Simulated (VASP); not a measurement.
# Ba (Pm-3n) in VASP: single point with r2SCAN

Aim: the single point of Ba with r2SCAN.

All numbers are computed with VASP 6.6.1; they aren't measurements. Logs are shortened: lines on timing, memory, paths and dates and some standing lists are left out, and cuts for length are marked.

## (1) The cell of the first run

The structure is cubic, space group Pm-3n (No. 223). Conventional cell: a = 8.077 Å, b = 8.077 Å, c = 8.077 Å, α = 90.00°, β = 90.00°, γ = 90.00°. Ba (site symmetry -4m2) has 14 Ba at 4.04 to 4.95 Å within 5.3 Å.

## (2) Single point, r2SCAN

Contents of POSCAR:

```
Ba
1.0
    8.0774324986      0.0000000000      0.0000000000
    0.0000000000      8.0774324986      0.0000000000
    0.0000000000      0.0000000000      8.0774324986
Ba
8
Direct
    0.5000000000      0.5000000000      0.5000000000
    0.0000000000      0.0000000000      0.0000000000
    0.2500000000      0.0000000000      0.5000000000
    0.5000000000      0.2500000000      0.0000000000
    0.5000000000      0.7500000000      0.0000000000
    0.7500000000      0.0000000000      0.5000000000
    0.0000000000      0.5000000000      0.7500000000
    0.0000000000      0.5000000000      0.2500000000
```

Contents of INCAR.step1:

```
ALGO     = Normal         # electronic algorithm
EDIFF    = 1E-4           # SCF threshold, eV
ENCUT    = 520            # plane-wave cutoff, eV
GGA      = PE             # functional
ISMEAR   = 0              # smearing method
LASPH    = True           # aspherical terms in the spheres
LCHARG   = False          # write CHGCAR
LREAL    = False          # projectors in reciprocal space
LWAVE    = True           # write WAVECAR
NBANDS   = 50             # bands
NELM     = 100            # most SCF steps
PREC     = Accurate       # precision mode
SIGMA    = 0.1            # smearing width, eV
```

Contents of INCAR.step2:

```
ALGO     = Normal         # electronic algorithm
EDIFF    = 1E-6           # SCF threshold, eV
ENCUT    = 520            # plane-wave cutoff, eV
ISIF     = 2              # what is computed and relaxed
ISMEAR   = 0              # smearing method
ISTART   = 1            
LASPH    = True           # aspherical terms in the spheres
LCHARG   = False          # write CHGCAR
LMIXTAU  = True         
LREAL    = False          # projectors in reciprocal space
LWAVE    = False          # write WAVECAR
METAGGA  = R2SCAN         # meta-GGA
NBANDS   = 50             # bands
NELM     = 100            # most SCF steps
PREC     = Accurate       # precision mode
SIGMA    = 0.1            # smearing width, eV
```

Contents of KPOINTS:

```
k-points
0
Gamma
  2 2 2
```

Potentials or basis: VASP PAW PBE potentials, release 64 (Ba_sv).

Started as:

```
$ cat potpaw_PBE.64/Ba_sv/POTCAR > POTCAR
$ cp INCAR.step1 INCAR
$ mpirun -np 1 vasp_std > vasp.out
$ cp INCAR.step2 INCAR
$ mpirun -np 1 vasp_std > vasp.out
```

OUTCAR:

```text
EDIFF = 1E-6
   ENCUT = 520
   ISIF = 2
   ISMEAR = 0
   ISTART = 1
   LASPH = True
   LREAL = False
   METAGGA = R2SCAN
   NELM = 100
   PREC = Accurate

 ion  position               nearest neighbor table
   1  0.500  0.500  0.500-   3 4.52   4 4.52   5 4.52   6 4.52   7 4.52   8 4.52   4 4.52   5 4.52
                             3 4.52   6 4.52   7 4.52   8 4.52
   2  0.000  0.000  0.000-   3 4.52   4 4.52   5 4.52   6 4.52   7 4.52   8 4.52   3 4.52   6 4.52
                             7 4.52   8 4.52   4 4.52   5 4.52
   3  0.250  0.000  0.500-   6 4.04   6 4.04   1 4.52   2 4.52   1 4.52   2 4.52
   4  0.500  0.250  0.000-   5 4.04   5 4.04   1 4.52   1 4.52   2 4.52   2 4.52
   5  0.500  0.750  0.000-   4 4.04   4 4.04   1 4.52   1 4.52   2 4.52   2 4.52
   6  0.750  0.000  0.500-   3 4.04   3 4.04   1 4.52   2 4.52   1 4.52   2 4.52
   7  0.000  0.500  0.750-   8 4.04   8 4.04   1 4.52   2 4.52   2 4.52   1 4.52
   8  0.000  0.500  0.250-   7 4.04   7 4.04   1 4.52   2 4.52   2 4.52   1 4.52

  LATTYP: Found a simple cubic cell.
 ALAT       =     8.0774324986

  Lattice vectors:

 A1 = (   8.0774324986,   0.0000000000,   0.0000000000)
 A2 = (   0.0000000000,   8.0774324986,   0.0000000000)
 A3 = (   0.0000000000,   0.0000000000,   8.0774324986)

Analysis of symmetry for initial positions (statically):
=====================================================================
 Subroutine PRICEL returns:
 Original cell was already a primitive cell.

 Routine SETGRP: Setting up the symmetry group for a
 simple cubic supercell.

 Subroutine GETGRP returns: Found 48 space group operations
 (whereof 24 operations were pure point group operations)
 out of a pool of 48 trial point group operations.

The static configuration has the point symmetry T_h .
 The point group associated with its full space group is O_h .

Analysis of symmetry for dynamics (positions and initial velocities):
=====================================================================
 Subroutine PRICEL returns:
 Original cell was already a primitive cell.

 Routine SETGRP: Setting up the symmetry group for a
 simple cubic supercell.

 Subroutine GETGRP returns: Found 48 space group operations
 (whereof 24 operations were pure point group operations)
 out of a pool of 48 trial point group operations.

The dynamic configuration has the point symmetry T_h .
[... 94 lines left out ...]
   NSW    =      0    number of steps for IOM
   IBRION =     -1    ionic relax: 0-MD 1-quasi-New 2-CG
   NFREE  =      0    steps in history (QN), initial steepest desc. (CG)
   ISIF   =      2    stress and relaxation
   ISYM   =      2    0-nonsym 1-usesym 2-fastsym
   POTIM  = 0.5000    time-step for ionic-motion
   TEBEG  =    0.0;   TEEND  =   0.0 temperature during run
   PSTRESS=    0.0 pullay stress
   NELECT =      80.0000    total number of electrons
   NUPDOWN=      -1.0000    fix difference up-down
   EMIN   =  10.00;   EMAX   =-10.00  energy-range for DOS
   EFERMI =   0.00;   METHOD = LEGACY
   ISMEAR =     0;   SIGMA  =   0.10  broadening in eV -4-tet -1-fermi 0-gaus
   EFERMI_NEDOS =   21; number of points for ismear=-14 and -15
   IALGO  =     38    algorithm
   IMIX   =      4    mixing-type and parameters
     AMIX     =   0.40;   BMIX     =  1.00
     AMIX_MAG =   1.60;   BMIX_MAG =  1.00
  volume/ion in A,a.u.               =      65.88       444.56
  Fermi-wavevector in a.u.,A,eV,Ry     =   0.873303  1.650303 10.376588  0.762658
  Thomas-Fermi vector in A             =   1.992674
   LORBIT       =      0    0 simple, 1 ext, 2 COOP (PROOUT), +10 PAW based schemes
   METAGGA = R2SCAN    functional components
   LHFCALC =     F    Hartree Fock is set to
   AEXX    =    0.0000 exact exchange contribution
   IVDW    =     0    specifies the selected vdW correction
   LEPSILON=     F    determine dielectric tensor
   LRPA    =     F    only Hartree local field effects (RPA)
 non-spin polarized calculation
 Gauss-broadening in eV      SIGMA  =   0.10
  energy-cutoff  :      520.00
  volume of cell :      527.01
 maximum number of plane-waves:     14328
   NGX = 31   NGY = 31   NGZ = 31

 number of electron      79.9999990 magnetization

 Free energy of the ion-electron system (eV)
  ---------------------------------------------------
  ext. energy  EPLUGINS =         0.00000000
  ---------------------------------------------------
  free energy    TOTEN  =      -210.93192100 eV

  energy without entropy =     -210.87948781  energy(sigma->0) =     -210.90570440

 E-fermi :   1.7220     XC(G=0):  -7.6789

 val. band max:        1.6267690226   @ k =   0.5000   0.0000   0.0000
 cond. band min:       1.7483631820   @ k =   0.0000   0.0000   0.0000
 fundamental gap:      0.1215941594
 Fermi energy:         1.7220336156

 k-point     1 :       0.0000    0.0000    0.0000
  band No.  band energies     occupation
      1     -28.5739      2.00000
      2     -28.5717      2.00000
      3     -28.3605      2.00000
      4     -28.3510      2.00000
      5     -28.3510      2.00000
      6     -28.3070      2.00000
[... 201 lines left out ...]
     49       2.4886      0.00000
     50       2.4886      0.00000

------------------------ aborting loop because EDIFF is reached ----------------------------------------

  FORCE on cell =-STRESS in cart. coord.  units (eV):
  Direction    XX          YY          ZZ          XY          YZ          ZX
  --------------------------------------------------------------------------------------
  -------------------------------------------------------------------------------------
  Total       -0.1942307     -0.1942307     -0.1942307      0.0000000      0.0000000      0.0000000
  in kB       -0.5904845     -0.5904845     -0.5904845      0.0000000      0.0000000      0.0000000
  external PRESSURE =      -0.5904845 kB  Pullay stress =       0.0000000 kB

 VOLUME and BASIS-vectors are now :
 -----------------------------------------------------------------------------
  energy-cutoff  :      520.00
  volume of cell :      527.01
      direct lattice vectors                 reciprocal lattice vectors
     8.077432499  0.000000000  0.000000000     0.123801715  0.000000000  0.000000000
     0.000000000  8.077432499  0.000000000     0.000000000  0.123801715  0.000000000
     0.000000000  0.000000000  8.077432499     0.000000000  0.000000000  0.123801715

 POSITION                                       TOTAL-FORCE (eV/Angst)
 -----------------------------------------------------------------------------------
      4.03872      4.03872      4.03872         0.000000      0.000000     -0.000000
      0.00000      0.00000      0.00000         0.000000      0.000000     -0.000000
      2.01936      0.00000      4.03872        -0.000000     -0.000000     -0.000000
      4.03872      2.01936      0.00000         0.000000      0.000000      0.000000
      4.03872      6.05807      0.00000        -0.000000     -0.000000     -0.000000
      6.05807      0.00000      4.03872         0.000000     -0.000000      0.000000
      0.00000      4.03872      6.05807        -0.000000      0.000000     -0.000000
      0.00000      4.03872      2.01936         0.000000      0.000000     -0.000000
 -----------------------------------------------------------------------------------
    total drift:                                0.000000      0.000000     -0.000000

  FREE ENERGIE OF THE ION-ELECTRON SYSTEM (eV)
  ---------------------------------------------------
  free  energy   TOTEN  =      -210.9319209968 eV

  energy  without entropy=     -210.8794878109  energy(sigma->0) =     -210.90570440
```

OUTCAR.step1:

```text
EDIFF = 1E-4
   ENCUT = 520
   GGA = PE
   ISMEAR = 0
[... 437 lines left out ...]
      4.03872      6.05807      0.00000        -0.000000      0.000000      0.000000
      6.05807      0.00000      4.03872        -0.000000      0.000000     -0.000000
      0.00000      4.03872      6.05807         0.000000      0.000000     -0.000000
      0.00000      4.03872      2.01936         0.000000     -0.000000      0.000000
 -----------------------------------------------------------------------------------
    total drift:                                0.000000      0.000000     -0.000000

  FREE ENERGIE OF THE ION-ELECTRON SYSTEM (eV)
  ---------------------------------------------------
  free  energy   TOTEN  =       -14.7374243928 eV

  energy  without entropy=      -14.6658160871  energy(sigma->0) =      -14.70162024
```

Run time: 4.9 min. Hardware: 1 thread of Intel Xeon Platinum 8559C (Emerald Rapids), shared host; peak memory 0.54 GiB.

Results:

- Free energy: -210.9319 eV
- Pressure: -0.1 GPa
- Band gap on the k mesh: zero (filled and empty bands touch)

Caveat: the k points lie up to 0.39 Å⁻¹ apart; the PAW data sets were made with another functional, which shifts forces and pressure a little; spin-orbit coupling is left out, which moves the levels of the heavy elements.
